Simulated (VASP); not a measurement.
# Nb (Pm-3m) in VASP: further runs

The runs below take Nb through single point, with PBEsol.

All numbers are computed with VASP 6.6.1; they aren't measurements. Logs are shortened: lines on timing, memory, paths and dates and some standing lists are left out, and cuts for length are marked.

## (1) The cell of the first run

It takes space group Pm-3m (No. 221, cubic). Conventional cell: a = 2.574 Å, b = 2.574 Å, c = 2.574 Å, α = 90.00°, β = 90.00°, γ = 90.00°. Within 3.4 Å of Nb (site symmetry m-3m) lie 6 Nb at 2.57 Å.

## (2) Single point, PBEsol (volume scaled by 0.88)

File INCAR:

```
PREC     = Accurate       # precision mode
ENCUT    = 520            # plane-wave cutoff, eV
EDIFF    = 1E-6           # SCF threshold, eV
ISMEAR   = -1             # smearing method
SIGMA    = 0.1            # smearing width, eV
LREAL    = F              # projectors in reciprocal space
LASPH    = T              # aspherical terms in the spheres
NELM     = 80             # most SCF steps
ALGO     = Normal         # electronic algorithm
ISIF     = 2              # what is computed and relaxed
LWAVE    = F              # write WAVECAR
LCHARG   = F              # write CHGCAR
GGA      = PS             # functional
NBANDS   = 12             # bands
```

File KPOINTS:

```
regular mesh
0
Gamma
  13 13 13
```

File POSCAR:

```
Nb
1.0
    2.5740950774      0.0000000000      0.0000000000
    0.0000000000      2.5740950774      0.0000000000
    0.0000000000      0.0000000000      2.5740950774
Nb
1
Direct
    0.0000000000      0.0000000000      0.0000000000
```

Potentials or basis: VASP PAW PBE potentials, release 64 (Nb_sv).

Run with:

```
$ cat potpaw_PBE.64/Nb_sv/POTCAR > POTCAR
$ mpirun -np 1 vasp_std > vasp.out
```

OUTCAR:

```text
PREC = Accurate
   ENCUT = 520
   EDIFF = 1E-6
   ISMEAR = -1
   LREAL = F
   LASPH = T
   NELM = 80
   ISIF = 2
   GGA = PS

 ion  position               nearest neighbor table
   1  0.000  0.000  0.000-

  LATTYP: Found a simple cubic cell.
 ALAT       =     2.5740950774

  Lattice vectors:

 A1 = (   2.5740950774,   0.0000000000,   0.0000000000)
 A2 = (   0.0000000000,   2.5740950774,   0.0000000000)
 A3 = (   0.0000000000,   0.0000000000,   2.5740950774)

Analysis of symmetry for initial positions (statically):
=====================================================================
 Subroutine PRICEL returns:
 Original cell was already a primitive cell.

 Routine SETGRP: Setting up the symmetry group for a
 simple cubic supercell.

 Subroutine GETGRP returns: Found 48 space group operations
 (whereof 48 operations were pure point group operations)
 out of a pool of 48 trial point group operations.

The static configuration has the point symmetry O_h .

Analysis of symmetry for dynamics (positions and initial velocities):
=====================================================================
 Subroutine PRICEL returns:
 Original cell was already a primitive cell.

 Routine SETGRP: Setting up the symmetry group for a
 simple cubic supercell.

 Subroutine GETGRP returns: Found 48 space group operations
 (whereof 48 operations were pure point group operations)
 out of a pool of 48 trial point group operations.

The dynamic configuration has the point symmetry O_h .

 Subroutine INISYM returns: Found 48 space group operations
 (whereof 48 operations are pure point group operations),
 and found     1 'primitive' translations

----------------------------------------------------------------------------------------

                                     Primitive cell

  volume of cell :      17.0559

  direct lattice vectors                    reciprocal lattice vectors
     2.574095077  0.000000000  0.000000000     0.388486039  0.000000000  0.000000000
     0.000000000  2.574095077  0.000000000     0.000000000  0.388486039  0.000000000
     0.000000000  0.000000000  2.574095077     0.000000000  0.000000000  0.388486039

  length of vectors
     2.574095077  2.574095077  2.574095077     0.388486039  0.388486039  0.388486039

  position of ions in fractional coordinates (direct lattice)
     0.000000000  0.000000000  0.000000000

  ion indices of the primitive-cell ions
   primitive index   ion index
                 1           1

----------------------------------------------------------------------------------------

 KPOINTS: regular mesh

Automatic generation of k-mesh.
 Grid dimensions read from file:
 generate k-points for:   13   13   13

 Generating k-lattice:

  Cartesian coordinates                     Fractional coordinates (reciprocal lattice)
     0.029883541  0.000000000  0.000000000     0.076923077  0.000000000  0.000000000
     0.000000000  0.029883541  0.000000000     0.000000000  0.076923077  0.000000000
     0.000000000  0.000000000  0.029883541     0.000000000  0.000000000  0.076923077

  Length of vectors
     0.029883541  0.029883541  0.029883541

  Shift w.r.t. Gamma in fractional coordinates (k-lattice)
     0.000000000  0.000000000  0.000000000

 Subroutine IBZKPT returns following result:
 ===========================================

 Found     84 irreducible k-points:

 Following reciprocal coordinates:
            Coordinates               Weight
  0.000000  0.000000  0.000000      1.000000
  0.076923  0.000000  0.000000      6.000000
  0.153846  0.000000  0.000000      6.000000
  0.230769  0.000000  0.000000      6.000000
  0.307692  0.000000  0.000000      6.000000
  0.384615  0.000000  0.000000      6.000000
[... 16 lines left out ...]
  0.307692  0.307692  0.000000     12.000000
  0.384615  0.307692  0.000000     24.000000
 [... further k-points ...]
   k-points           NKPTS =     84   k-points in BZ     NKDIM =     84   number of bands    NBANDS=     12
   number of dos      NEDOS =    301   number of ions     NIONS =      1
   total plane-waves  NPLWV =   8000
   dimension x,y,z NGX =    20 NGY =   20 NGZ =   20
   dimension x,y,z NGXF=    40 NGYF=   40 NGZF=   40
   ions per type =               1
   NGX,Y,Z   is equivalent  to a cutoff of  12.92, 12.92, 12.92 a.u.
   NGXF,Y,Z  is equivalent  to a cutoff of  25.83, 25.83, 25.83 a.u.
 SYSTEM =  unknown system
   PREC   = accura    normal or accurate (medium, high low for compatibility)
   ISTART =      0    job   : 0-new  1-cont  2-samecut
   ICHARG =      2    charge: 1-file 2-atom 10-const
   ISPIN  =      1    spin polarized calculation?
   LNONCOLLINEAR =      F non collinear calculations
   LSORBIT =      F    spin-orbit coupling
   LASPH  =      T    aspherical Exc in radial PAW
   ENCUT  =  520.0 eV  38.22 Ry    6.18 a.u.   4.79  4.79  4.79*2*pi/ulx,y,z
   NELM   =     80;   NELMIN=  2; NELMDL= -5     # of ELM steps
   EDIFF  = 0.1E-05   stopping-criterion for ELM
   LREAL  =      F    real-space projection
   EDIFFG = 0.1E-04   stopping-criterion for IOM
   NSW    =      0    number of steps for IOM
   IBRION =     -1    ionic relax: 0-MD 1-quasi-New 2-CG
   NFREE  =      0    steps in history (QN), initial steepest desc. (CG)
   ISIF   =      2    stress and relaxation
   ISYM   =      2    0-nonsym 1-usesym 2-fastsym
   POTIM  = 0.5000    time-step for ionic-motion
   TEBEG  =    0.0;   TEEND  =   0.0 temperature during run
   PSTRESS=    0.0 pullay stress
   NELECT =      13.0000    total number of electrons
   NUPDOWN=      -1.0000    fix difference up-down
   EMIN   =  10.00;   EMAX   =-10.00  energy-range for DOS
   EFERMI =   0.00;   METHOD = LEGACY
   ISMEAR =    -1;   SIGMA  =   0.10  broadening in eV -4-tet -1-fermi 0-gaus
   EFERMI_NEDOS =   21; number of points for ismear=-14 and -15
   IALGO  =     38    algorithm
   IMIX   =      4    mixing-type and parameters
     AMIX     =   0.40;   BMIX     =  1.00
     AMIX_MAG =   1.60;   BMIX_MAG =  1.00
  volume/ion in A,a.u.               =      17.06       115.10
  Fermi-wavevector in a.u.,A,eV,Ry     =   1.495425  2.825944 30.426662  2.236297
  Thomas-Fermi vector in A             =   2.607572
   LORBIT       =      0    0 simple, 1 ext, 2 COOP (PROOUT), +10 PAW based schemes
   GGA     = PS    functional components
   LHFCALC =     F    Hartree Fock is set to
   AEXX    =    0.0000 exact exchange contribution
   IVDW    =     0    specifies the selected vdW correction
   LEPSILON=     F    determine dielectric tensor
   LRPA    =     F    only Hartree local field effects (RPA)
 non-spin polarized calculation
  energy-cutoff  :      520.00
  volume of cell :       17.06
 maximum number of plane-waves:       467
 NGX is ok and might be reduce to    20
   NGX =  9   NGY =  9   NGZ =  9

 number of electron      12.9999998 magnetization

 Free energy of the ion-electron system (eV)
  ---------------------------------------------------
  ext. energy  EPLUGINS =         0.00000000
  ---------------------------------------------------
  free energy    TOTEN  =        -9.80720892 eV

  energy without entropy =       -9.77858974  energy(sigma->0) =       -9.79289933

 E-fermi :  11.9716     XC(G=0): -12.8011

 val. band max:       11.9064765768   @ k =   0.4615   0.3846   0.1538
 cond. band min:      12.0216015177   @ k =   0.3077   0.3077   0.2308
 fundamental gap:      0.1151249409
 Fermi energy:        11.9716360741

 k-point     1 :       0.0000    0.0000    0.0000
  band No.  band energies     occupation
      1     -42.6473      2.00000
      2     -17.5074      2.00000
      3     -17.5074      2.00000
      4     -17.5074      2.00000
      5       5.9935      2.00000
      6       8.4609      2.00000
      7       8.4609      2.00000
      8      18.1277      0.00000
      9      18.1277      0.00000
     10      18.1277      0.00000
     11      28.0076      0.00000
     12      28.0076      0.00000

 k-point     2 :       0.0769    0.0000    0.0000
  band No.  band energies     occupation
      1     -42.6286      2.00000
      2     -17.6544      2.00000
      3     -17.4949      2.00000
      4     -17.4949      2.00000
      5       6.1943      2.00000
      6       8.5161      2.00000
      7       8.7151      2.00000
      8      17.7723      0.00000
      9      17.7723      0.00000
     10      18.1520      0.00000
     11      27.1202      0.00000
     12      28.4474      0.00000

 k-point     3 :       0.1538    0.0000    0.0000
  band No.  band energies     occupation
      1     -42.5763      2.00000
      2     -18.0494      2.00000
      3     -17.4602      2.00000
      4     -17.4602      2.00000
      5       6.7056      2.00000
      6       8.6732      2.00000
      7       9.4815      2.00000
      8      16.9165      0.00000
      9      16.9165      0.00000
     10      18.2199      0.00000
     11      25.3793      0.00000
     12      29.5284      0.00000
[... 286 lines left out ...]
 k-point    23 :       0.3077    0.3077    0.0000
  band No.  band energies     occupation
      1     -42.2003      2.00000
      2     -18.9221      2.00000
      3     -18.8632      2.00000
      4     -17.2149      2.00000
      5       8.6960      2.00000
      6       9.9346      2.00000
      7      13.9592      0.00000
      8      15.0594      0.00000
      9      15.3782      0.00000
     10      15.7466      0.00000
     11      23.7094      0.00000
     12      26.9132      0.00000

 k-point    24 :       0.3846    0.3077    0.0000
  band No.  band energies     occupation
      1     -42.1340      2.00000
      2     -19.2994      2.00000
      3     -18.8264      2.00000
      4     -17.1725      2.00000
      5       8.2850      2.00000
      6      10.1278      2.00000
      7      14.5576      0.00000
      8      14.9138      0.00000
      9      15.7480      0.00000
     10      16.4293      0.00000
     11      23.0080      0.00000
     12      27.5840      0.00000

 [... further k-points ...]
[... 5 lines left out ...]
  --------------------------------------------------------------------------------------
  -------------------------------------------------------------------------------------
  Total        2.4292374      2.4292374      2.4292374      0.0000000      0.0000000     -0.0000000
  in kB      228.1953528    228.1953528    228.1953528      0.0000000      0.0000000     -0.0000000
  external PRESSURE =     228.1953528 kB  Pullay stress =       0.0000000 kB

 VOLUME and BASIS-vectors are now :
 -----------------------------------------------------------------------------
  energy-cutoff  :      520.00
  volume of cell :       17.06
      direct lattice vectors                 reciprocal lattice vectors
     2.574095077  0.000000000  0.000000000     0.388486039  0.000000000  0.000000000
     0.000000000  2.574095077  0.000000000     0.000000000  0.388486039  0.000000000
     0.000000000  0.000000000  2.574095077     0.000000000  0.000000000  0.388486039

 POSITION                                       TOTAL-FORCE (eV/Angst)
 -----------------------------------------------------------------------------------
      0.00000      0.00000      0.00000         0.000000      0.000000      0.000000
 -----------------------------------------------------------------------------------
    total drift:                                0.000000      0.000000      0.000000

  FREE ENERGIE OF THE ION-ELECTRON SYSTEM (eV)
  ---------------------------------------------------
  free  energy   TOTEN  =        -9.8072089157 eV

  energy  without entropy=       -9.7785897396  energy(sigma->0) =       -9.79289933
```

It took 10 s on 1 thread of Intel Xeon Platinum 8375C at 2.90GHz (Ice Lake), shared host; peak memory 0.13 GiB.

Results:

```yaml
Free_energy: -9.8072 eV
Pressure: 22.8 GPa
```

Levels at points of the mesh, in eV from the Fermi level:
```csv
k point,band 5,band 6,band 7,band 8,band 9,band 10
"(0.00, 0.00, 0.00)",-5.98,-3.51,-3.51,6.16,6.16,6.16
```

Caveat: the PAW data sets were made with another functional, which shifts forces and pressure a little.

(Continued in part 2 of 2.)
